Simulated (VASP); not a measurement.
# Hg (Pm-3m) in VASP: further runs

Runs on Hg. Level: LDA. Tasks: single point.

All numbers are computed with VASP 6.6.1; they aren't measurements. Logs are shortened: lines on timing, memory, paths and dates and some standing lists are left out, and cuts for length are marked.

**1. The cell of the first run**

Symmetry: Pm-3m, No. 221, cubic system. Conventional cell: a = 2.774 Å, b = 2.774 Å, c = 2.774 Å, α = 90.00°, β = 90.00°, γ = 90.00°. Hg (site symmetry m-3m) has 6 Hg at 2.77 Å within 3.7 Å.

**2. Single point, LDA (21.34 Å³/atom)**

Contents of INCAR:

```
SYSTEM = Hg
PREC = Accurate
ENCUT = 550
EDIFF = 1E-6
ISMEAR = -1
SIGMA = 0.1
LREAL = .False.
LASPH = .True.
NELM = 120
ALGO = Normal
ISIF = 2
LWAVE = .False.
LCHARG = .True.
LELF = .True.
LVHAR = .True.
NBANDS = 16
GGA_COMPAT = .False.
```

Contents of KPOINTS:

```
regular mesh
0
Gamma
  18 18 18
  0 0 0
```

Contents of POSCAR:

```
Hg
1.0
    2.7735842514      0.0000000000      0.0000000000
    0.0000000000      2.7735842514      0.0000000000
    0.0000000000      0.0000000000      2.7735842514
Hg
1
Direct
    0.0000000000      0.0000000000      0.0000000000
```

Potentials or basis: VASP PAW LDA potentials, release 64 (Hg_sv_GW).

The run is started by

```console
$ cat potpaw_LDA.64/Hg_sv_GW/POTCAR > POTCAR
$ mpirun -np 1 vasp_std > vasp.out
```

OUTCAR:

```text
SYSTEM = Hg
   PREC = Accurate
   ENCUT = 550
   EDIFF = 1E-6
   ISMEAR = -1
   LREAL = .False.
   LASPH = .True.
   NELM = 120
   ISIF = 2

 ion  position               nearest neighbor table
   1  0.000  0.000  0.000-

  LATTYP: Found a simple cubic cell.
 ALAT       =     2.7735842514

  Lattice vectors:

 A1 = (   2.7735842514,   0.0000000000,   0.0000000000)
 A2 = (   0.0000000000,   2.7735842514,   0.0000000000)
 A3 = (   0.0000000000,   0.0000000000,   2.7735842514)

Analysis of symmetry for initial positions (statically):
=====================================================================
 Subroutine PRICEL returns:
 Original cell was already a primitive cell.

 Routine SETGRP: Setting up the symmetry group for a
 simple cubic supercell.

 Subroutine GETGRP returns: Found 48 space group operations
 (whereof 48 operations were pure point group operations)
 out of a pool of 48 trial point group operations.

The static configuration has the point symmetry O_h .

Analysis of symmetry for dynamics (positions and initial velocities):
=====================================================================
 Subroutine PRICEL returns:
 Original cell was already a primitive cell.

 Routine SETGRP: Setting up the symmetry group for a
 simple cubic supercell.

 Subroutine GETGRP returns: Found 48 space group operations
 (whereof 48 operations were pure point group operations)
 out of a pool of 48 trial point group operations.

The dynamic configuration has the point symmetry O_h .

 Subroutine INISYM returns: Found 48 space group operations
 (whereof 48 operations are pure point group operations),
 and found     1 'primitive' translations

----------------------------------------------------------------------------------------

                                     Primitive cell

  volume of cell :      21.3365

  direct lattice vectors                    reciprocal lattice vectors
     2.773584251  0.000000000  0.000000000     0.360544303  0.000000000  0.000000000
     0.000000000  2.773584251  0.000000000     0.000000000  0.360544303  0.000000000
     0.000000000  0.000000000  2.773584251     0.000000000  0.000000000  0.360544303

  length of vectors
     2.773584251  2.773584251  2.773584251     0.360544303  0.360544303  0.360544303

  position of ions in fractional coordinates (direct lattice)
     0.000000000  0.000000000  0.000000000

  ion indices of the primitive-cell ions
   primitive index   ion index
                 1           1

----------------------------------------------------------------------------------------

 KPOINTS: regular mesh

Automatic generation of k-mesh.
 Grid dimensions read from file:
 generate k-points for:   18   18   18

 Generating k-lattice:

  Cartesian coordinates                     Fractional coordinates (reciprocal lattice)
     0.020030239  0.000000000  0.000000000     0.055555556  0.000000000  0.000000000
     0.000000000  0.020030239  0.000000000     0.000000000  0.055555556  0.000000000
     0.000000000  0.000000000  0.020030239     0.000000000  0.000000000  0.055555556

  Length of vectors
     0.020030239  0.020030239  0.020030239

  Shift w.r.t. Gamma in fractional coordinates (k-lattice)
     0.000000000  0.000000000  0.000000000

 Subroutine IBZKPT returns following result:
 ===========================================

 Found    220 irreducible k-points:

 Following reciprocal coordinates:
            Coordinates               Weight
  0.000000  0.000000  0.000000      1.000000
  0.055556  0.000000  0.000000      6.000000
  0.111111  0.000000  0.000000      6.000000
  0.166667  0.000000  0.000000      6.000000
  0.222222  0.000000  0.000000      6.000000
  0.277778  0.000000  0.000000      6.000000
[... 16 lines left out ...]
  0.277778  0.111111  0.000000     24.000000
  0.333333  0.111111  0.000000     24.000000
 [... further k-points ...]
   k-points           NKPTS =    220   k-points in BZ     NKDIM =    220   number of bands    NBANDS=     16
   number of dos      NEDOS =    301   number of ions     NIONS =      1
   total plane-waves  NPLWV =  13824
   dimension x,y,z NGX =    24 NGY =   24 NGZ =   24
   dimension x,y,z NGXF=    48 NGYF=   48 NGZF=   48
   ions per type =               1
   NGX,Y,Z   is equivalent  to a cutoff of  14.39, 14.39, 14.39 a.u.
   NGXF,Y,Z  is equivalent  to a cutoff of  28.77, 28.77, 28.77 a.u.
 SYSTEM =  Hg
   PREC   = accura    normal or accurate (medium, high low for compatibility)
   ISTART =      0    job   : 0-new  1-cont  2-samecut
   ICHARG =      2    charge: 1-file 2-atom 10-const
   ISPIN  =      1    spin polarized calculation?
   LNONCOLLINEAR =      F non collinear calculations
   LSORBIT =      F    spin-orbit coupling
   LASPH  =      T    aspherical Exc in radial PAW
   ENCUT  =  550.0 eV  40.42 Ry    6.36 a.u.   5.30  5.30  5.30*2*pi/ulx,y,z
   NELM   =    120;   NELMIN=  2; NELMDL= -5     # of ELM steps
   EDIFF  = 0.1E-05   stopping-criterion for ELM
   LREAL  =      F    real-space projection
[... 7 lines left out ...]
   TEBEG  =    0.0;   TEEND  =   0.0 temperature during run
   PSTRESS=    0.0 pullay stress
   NELECT =      20.0000    total number of electrons
   NUPDOWN=      -1.0000    fix difference up-down
   EMIN   =  10.00;   EMAX   =-10.00  energy-range for DOS
   EFERMI =   0.00;   METHOD = LEGACY
   ISMEAR =    -1;   SIGMA  =   0.10  broadening in eV -4-tet -1-fermi 0-gaus
   EFERMI_NEDOS =   21; number of points for ismear=-14 and -15
   IALGO  =     38    algorithm
   IMIX   =      4    mixing-type and parameters
     AMIX     =   0.40;   BMIX     =  1.00
     AMIX_MAG =   1.60;   BMIX_MAG =  1.00
  volume/ion in A,a.u.               =      21.34       143.99
  Fermi-wavevector in a.u.,A,eV,Ry     =   1.602176  3.027673 34.925705  2.566967
  Thomas-Fermi vector in A             =   2.699038
   LORBIT       =      0    0 simple, 1 ext, 2 COOP (PROOUT), +10 PAW based schemes
   GGA     = CA    functional components
   LHFCALC =     F    Hartree Fock is set to
   AEXX    =    0.0000 exact exchange contribution
   IVDW    =     0    specifies the selected vdW correction
   LEPSILON=     F    determine dielectric tensor
   LRPA    =     F    only Hartree local field effects (RPA)
 non-spin polarized calculation
  energy-cutoff  :      550.00
  volume of cell :       21.34
 maximum number of plane-waves:       645
 NGX is ok and might be reduce to    24
   NGX = 11   NGY = 11   NGZ = 11

 number of electron      20.0000004 magnetization

 Free energy of the ion-electron system (eV)
  ---------------------------------------------------
  ext. energy  EPLUGINS =         0.00000000
  ---------------------------------------------------
  free energy    TOTEN  =        -0.89037531 eV

  energy without entropy =       -0.88114015  energy(sigma->0) =       -0.88575773

 E-fermi :   7.0719     XC(G=0): -12.2152

 val. band max:        7.0551146637   @ k =   0.5000   0.3333   0.0000
 cond. band min:       7.1104272984   @ k =   0.4444   0.2222   0.0556
 fundamental gap:      0.0553126347
 Fermi energy:         7.0718657501

 k-point     1 :       0.0000    0.0000    0.0000
  band No.  band energies     occupation
      1    -108.0033      2.00000
      2     -56.5580      2.00000
      3     -56.5580      2.00000
      4     -56.5580      2.00000
      5      -3.2301      2.00000
      6      -2.3055      2.00000
[... 8 lines left out ...]
     15      24.6918      0.00000
     16      24.6918      0.00000

 k-point     2 :       0.0556    0.0000    0.0000
  band No.  band energies     occupation
      1    -108.0031      2.00000
      2     -56.5619      2.00000
      3     -56.5577      2.00000
      4     -56.5577      2.00000
      5      -3.1592      2.00000
      6      -2.2970      2.00000
[... 8 lines left out ...]
     15      24.5415      0.00000
     16      25.1035      0.00000

 k-point     3 :       0.1111    0.0000    0.0000
  band No.  band energies     occupation
      1    -108.0027      2.00000
      2     -56.5736      2.00000
      3     -56.5568      2.00000
      4     -56.5568      2.00000
      5      -2.9703      2.00000
      6      -2.2723      2.00000
[... 8 lines left out ...]
     15      24.1357      0.00000
     16      26.4499      0.00000

 k-point     4 :       0.1667    0.0000    0.0000
  band No.  band energies     occupation
      1    -108.0020      2.00000
      2     -56.5911      2.00000
      3     -56.5556      2.00000
      4     -56.5556      2.00000
      5      -2.7328      2.00000
      6      -2.2343      2.00000
[... 8 lines left out ...]
     15      23.5754      0.00000
     16      28.3728      0.00000

 k-point     5 :       0.2222    0.0000    0.0000
  band No.  band energies     occupation
      1    -108.0012      2.00000
      2     -56.6126      2.00000
      3     -56.5539      2.00000
      4     -56.5539      2.00000
      5      -2.5136      2.00000
      6      -2.1872      2.00000
[... 8 lines left out ...]
     15      23.5673      0.00000
     16      30.4698      0.00000

 k-point     6 :       0.2778    0.0000    0.0000
  band No.  band energies     occupation
      1    -108.0004      2.00000
      2     -56.6354      2.00000
      3     -56.5523      2.00000
      4     -56.5523      2.00000
      5      -2.3270      2.00000
      6      -2.1365      2.00000
[... 8 lines left out ...]
     15      23.4806      0.00000
     16      30.5615      0.00000

 k-point     7 :       0.3333    0.0000    0.0000
  band No.  band energies     occupation
      1    -107.9996      2.00000
      2     -56.6568      2.00000
      3     -56.5507      2.00000
      4     -56.5507      2.00000
      5      -2.1701      2.00000
      6      -2.0882      2.00000
[... 8 lines left out ...]
     15      23.3117      0.00000
     16      29.9473      0.00000

 k-point     8 :       0.3889    0.0000    0.0000
  band No.  band energies     occupation
      1    -107.9989      2.00000
      2     -56.6741      2.00000
      3     -56.5493      2.00000
      4     -56.5493      2.00000
      5      -2.0485      2.00000
      6      -2.0472      2.00000
[... 8 lines left out ...]
     15      23.0989      0.00000
     16      29.2247      0.00000

 k-point     9 :       0.4444    0.0000    0.0000
  band No.  band energies     occupation
      1    -107.9985      2.00000
      2     -56.6854      2.00000
      3     -56.5484      2.00000
      4     -56.5484      2.00000
      5      -2.0223      2.00000
      6      -1.9679      2.00000
[... 8 lines left out ...]
     15      22.9188      0.00000
     16      28.6192      0.00000
[... 172 lines left out ...]
 k-point    19 :       0.5000    0.0556    0.0000
  band No.  band energies     occupation
      1    -107.9982      2.00000
      2     -56.6890      2.00000
      3     -56.5520      2.00000
      4     -56.5477      2.00000
      5      -1.9868      2.00000
      6      -1.8605      2.00000
[... 8 lines left out ...]
     15      22.9409      0.00000
     16      28.3352      0.00000

 k-point    20 :       0.1111    0.1111    0.0000
  band No.  band energies     occupation
      1    -108.0021      2.00000
      2     -56.5726      2.00000
      3     -56.5720      2.00000
      4     -56.5557      2.00000
      5      -2.7034      2.00000
      6      -2.1122      2.00000
[... 8 lines left out ...]
     15      26.0045      0.00000
     16      26.2506      0.00000

 k-point    21 :       0.1667    0.1111    0.0000
  band No.  band energies     occupation
      1    -108.0015      2.00000
      2     -56.5898      2.00000
      3     -56.5709      2.00000
      4     -56.5544      2.00000
      5      -2.4870      2.00000
      6      -2.0206      2.00000
[... 8 lines left out ...]
     15      25.8717      0.00000
     16      27.8832      0.00000

 k-point    22 :       0.2222    0.1111    0.0000
  band No.  band energies     occupation
      1    -108.0007      2.00000
      2     -56.6113      2.00000
      3     -56.5693      2.00000
      4     -56.5528      2.00000
      5      -2.3136      2.00000
      6      -1.9470      2.00000
[... 8 lines left out ...]
     15      25.5642      0.00000
     16      28.8616      0.00000

 k-point    23 :       0.2778    0.1111    0.0000
  band No.  band energies     occupation
      1    -107.9998      2.00000
      2     -56.6341      2.00000
      3     -56.5676      2.00000
      4     -56.5511      2.00000
      5      -2.1786      2.00000
      6      -1.8625      2.00000
[... 8 lines left out ...]
     15      25.0587      0.00000
     16      28.7959      0.00000

 k-point    24 :       0.3333    0.1111    0.0000
  band No.  band energies     occupation
      1    -107.9990      2.00000
      2     -56.6554      2.00000
      3     -56.5659      2.00000
      4     -56.5494      2.00000
      5      -2.0757      2.00000
      6      -1.7683      2.00000
[... 8 lines left out ...]
     15      24.2880      0.00000
     16      28.7537      0.00000

 [... further k-points ...]

------------------------ aborting loop because EDIFF is reached ----------------------------------------

  FORCE on cell =-STRESS in cart. coord.  units (eV):
  Direction    XX          YY          ZZ          XY          YZ          ZX
  --------------------------------------------------------------------------------------
  -------------------------------------------------------------------------------------
  Total        1.3977623      1.3977623      1.3977623     -0.0000000     -0.0000000     -0.0000000
  in kB      104.9590317    104.9590317    104.9590317     -0.0000000     -0.0000000     -0.0000000
  external PRESSURE =     104.9590317 kB  Pullay stress =       0.0000000 kB

 VOLUME and BASIS-vectors are now :
 -----------------------------------------------------------------------------
  energy-cutoff  :      550.00
  volume of cell :       21.34
      direct lattice vectors                 reciprocal lattice vectors
     2.773584251  0.000000000  0.000000000     0.360544303  0.000000000  0.000000000
     0.000000000  2.773584251  0.000000000     0.000000000  0.360544303  0.000000000
     0.000000000  0.000000000  2.773584251     0.000000000  0.000000000  0.360544303

 POSITION                                       TOTAL-FORCE (eV/Angst)
 -----------------------------------------------------------------------------------
      0.00000      0.00000      0.00000         0.000000      0.000000      0.000000
 -----------------------------------------------------------------------------------
    total drift:                                0.000000      0.000000      0.000000

  FREE ENERGIE OF THE ION-ELECTRON SYSTEM (eV)
  ---------------------------------------------------
  free  energy   TOTEN  =        -0.8903753063 eV

  energy  without entropy=       -0.8811401525  energy(sigma->0) =       -0.88575773
```

Wall time 60 s (1 thread of Intel Xeon Platinum 8259CL at 2.50GHz (Skylake/Cascade Lake), shared host); peak memory 0.21 GiB.

What came out:

| Item | Value |
| --- | --- |
| Free energy | -0.8904 eV |
| Pressure | 10.5 GPa |
| Band gap on the k mesh | zero (bands 10 and 11 overlap by 7.55 eV) |

Levels at points of the mesh, in eV from the Fermi level:
```csv
k point,band 7,band 8,band 9,band 10,band 11,band 12,band 13,band 14
"(0.00, 0.00, 0.00)",-9.38,-6.06,-6.06,-6.06,10.94,10.94,10.94,15.65
"(0.50, 0.00, 0.00)",-7.14,-7.14,-5.96,-2.89,-2.28,14.10,15.72,15.72
"(0.50, 0.50, 0.00)",-6.96,-6.96,-5.15,1.09,1.09,2.14,8.16,17.87
"(0.50, 0.50, 0.50)",-8.65,-5.08,-5.08,5.27,5.27,5.27,7.62,8.14
```

Caveat: the cell stands under pressure; spin-orbit coupling is left out, which moves the levels of the heavy elements.

**3. Single point, LDA (23.28 Å³/atom)**

This run uses another cell than the first one, of 23.28 Å³/atom.

Contents of INCAR:

```
PREC = Accurate
ENCUT = 550
EDIFF = 1E-6
ISMEAR = -1
SIGMA = 0.1
LREAL = F
LASPH = T
NELM = 120
ALGO = Normal
ISIF = 2
LWAVE = F
LCHARG = T
LELF = T
LVHAR = T
NBANDS = 16
GGA_COMPAT = F
```

Contents of KPOINTS:

```
regular mesh
0
Gamma
  18 18 18
```

Contents of POSCAR:

```
Hg
1.0
    2.8552066711      0.0000000000      0.0000000000
    0.0000000000      2.8552066711      0.0000000000
    0.0000000000      0.0000000000      2.8552066711
Hg
1
Direct
    0.0000000000      0.0000000000      0.0000000000
```

Potentials or basis: VASP PAW LDA potentials, release 64 (Hg_sv_GW).

The run is started by

```console
$ cat potpaw_LDA.64/Hg_sv_GW/POTCAR > POTCAR
$ mpirun -np 1 vasp_std > vasp.out
```

Wall time 36 s (1 thread of AMD EPYC 9R45 (Zen 5), shared host); peak memory 0.19 GiB.

It converged, with:

```
Free energy            : -0.9695 eV
Pressure               : 2.5 GPa
Band gap on the k mesh : zero (bands 10 and 11 overlap by 7.47 eV)
```

Levels at points of the mesh, in eV from the Fermi level:
```
           k point  band 8  band 9  band 10  band 11  band 12  band 13
(0.00, 0.00, 0.00)   -5.96   -5.96    -5.96    10.57    10.57    10.57
(0.50, 0.00, 0.00)   -6.86   -5.87    -2.46    -2.41    14.03    14.96
(0.50, 0.50, 0.00)   -6.71   -5.17     1.25     1.25     1.58     7.86
(0.50, 0.50, 0.50)   -5.11   -5.11     5.05     5.05     5.05     6.46
```

Caveat: spin-orbit coupling is left out, which moves the levels of the heavy elements.

**4. Single point, LDA (22.31 Å³/atom)**

This run uses another cell than the first one, of 22.31 Å³/atom.

Contents of INCAR:

```
SYSTEM = Hg
ALGO = Normal
EDIFF = 1E-6
ENCUT = 550
GGA = CA
GGA_COMPAT = .False.
ISIF = 2
ISMEAR = -1
LASPH = .True.
LCHARG = .False.
LREAL = .False.
LWAVE = .False.
NBANDS = 16
NELM = 120
PREC = Accurate
SIGMA = 0.1
```

Contents of KPOINTS:

```
k-points
0
Gamma
  18 18 18
  0 0 0
```

Contents of POSCAR:

```
Hg
1.0
    2.8149871353      0.0000000000      0.0000000000
    0.0000000000      2.8149871353      0.0000000000
    0.0000000000      0.0000000000      2.8149871353
Hg
1
Direct
    0.0000000000      0.0000000000      0.0000000000
```

The run is started by

```console
$ cat potpaw_LDA.64/Hg_sv_GW/POTCAR > POTCAR
$ mpirun -np 1 vasp_std > vasp.out
```

It took 50 s on 1 thread of Intel Xeon Platinum 8259CL at 2.50GHz (Skylake/Cascade Lake), shared host; peak memory 0.22 GiB.

Results (log left out):

```
Free energy            : -0.9421 eV
Pressure               : 5.9 GPa
Band gap on the k mesh : zero (bands 10 and 11 overlap by 7.53 eV)
```

Levels at points of the mesh, in eV from the Fermi level:
| k point | band 6 | band 7 | band 8 | band 9 | band 10 | band 11 | band 12 | band 13 | band 14 | band 15 |
| --- | --- | --- | --- | --- | --- | --- | --- | --- | --- | --- |
| (0.00, 0.00, 0.00) | -9.06 | -9.06 | -6.01 | -6.01 | -6.01 | 10.75 | 10.75 | 10.75 | 15.24 | 17.18 |
| (0.50, 0.00, 0.00) | -8.70 | -6.99 | -6.99 | -5.92 | -2.64 | -2.38 | 14.07 | 15.34 | 15.34 | 15.59 |
| (0.50, 0.50, 0.00) | -8.42 | -6.83 | -6.83 | -5.16 | 1.18 | 1.18 | 1.85 | 8.01 | 17.70 | 17.70 |
| (0.50, 0.50, 0.50) | -8.37 | -8.37 | -5.10 | -5.10 | 5.16 | 5.16 | 5.16 | 7.01 | 8.25 | 12.54 |

Caveat: the cell stands under pressure; spin-orbit coupling is left out, which moves the levels of the heavy elements.

**5. The runs side by side**

| cell | gap on the mesh (eV) | pressure (GPa) |
| --- | --- | --- |
| a = 2.774 Å, 1 atom | none | 10.5 |
| a = 2.855 Å, 1 atom | none | 2.5 |
| a = 2.815 Å, 1 atom | none | 5.9 |

Alike in all rows: task single point; level LDA; potentials or basis VASP PAW LDA potentials, release 64 (Hg_sv_GW); no spin polarisation; k mesh 18 × 18 × 18; cutoff (eV) 550; smearing fermi-dirac 0.1 eV.

Caveats: spin-orbit coupling is left out, which moves the levels of the heavy elements; the cell stands under pressure (at least some runs).

Absolute energies hang on the potentials; compare differences alone.

The gap in the log of VASP goes by the Fermi energy; the results here count the filled bands.